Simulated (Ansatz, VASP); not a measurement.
## TiSi2 in VASP and in Ansatz

Contents of INCAR:

```
SYSTEM = TiSi2
PREC = Accurate ; ENCUT = 520
EDIFF = 1E-8 ; ISMEAR = -1
SIGMA = 0.08 ; LREAL = .FALSE.
LASPH = .TRUE. ; NELM = 80
ALGO = Normal ; ISIF = 2
LWAVE = .FALSE. ; LCHARG = .FALSE.
GGA = PE ; LEFG = .TRUE.
NBANDS = 29
```

KPOINTS

```
regular mesh
0
G
  8 8 8
  0 0 0
```

Contents of POSCAR:

```
TiSi2
1.0
    0.0000000000      4.1452723180      4.2897226768
    2.4023050964      0.0000000000      4.2897226768
    2.4023050964      4.1452723180      0.0000000000
Ti Si
2 4
Direct
    0.7500000000      0.7500000000      0.7500000000
    0.5000000000      0.5000000000      0.5000000000
    0.0830000000      0.4170000000      0.0830000000
    0.4170000000      0.0830000000      0.4170000000
    0.1670000000      0.8330000000      0.1670000000
    0.8330000000      0.1670000000      0.8330000000
```

Input for Ansatz:

```yaml
crystal:
  lattice:
    - [0.0, 4.145272318, 4.2897226768]
    - [2.4023050964, 0.0, 4.2897226768]
    - [2.4023050964, 4.145272318, 0.0]
  atoms:
    - { symbol: Ti, position: [0.75, 0.75, 0.75] }
    - { symbol: Ti, position: [0.5, 0.5, 0.5] }
    - { symbol: Si, position: [0.083, 0.417, 0.083] }
    - { symbol: Si, position: [0.417, 0.083, 0.417] }
    - { symbol: Si, position: [0.167, 0.833, 0.167] }
    - { symbol: Si, position: [0.833, 0.167, 0.833] }
kpoints:
  mp_grid: { grid: [8, 8, 8] }
scf:
  occupations: { method: fermi_dirac, width: 0.08 }
hamiltonian:
  xc: pbe
  pseudopotentials: { kind: all_electron, datasets: crystal }
output:
  forces: true
  stress: true
  eigenvalues: true
  efg: { contact_densities: true }
```

Change from the starting cell: volume scaled by 1.02, crystal datasets.

Alike in both runs: task electric field gradients; functional PBE; k mesh 8 × 8 × 8; occupations fermi-dirac, width 0.08 eV; no spin polarisation.

```csv
,VASP,Ansatz
version,VASP 6.6.1,Ansatz 0.2.0
potentials or method,"VASP PAW PBE potentials, release 64 (Ti_sv, Si), cutoff 520 eV","all-electron PAW with datasets made for the crystal, scalar-relativistic"
```

```tsv
	VASP	Ansatz	Ansatz less VASP
pressure (GPa)	-0.6	-0.6	+0.04
traceless stress, the component that is largest in VASP (GPa)	-0.77	-0.78	-0.003
rms of the force components (eV/Å)	0.093	0.092	-0.0004
size of Vzz on the site where it differs most (V/Å²)	10.2	11.2	+0.93
```

Atom by atom the forces differ by 0.000 eV/Å (rms over components). Ansatz ran all-electron here, and VASP with PAW potentials.
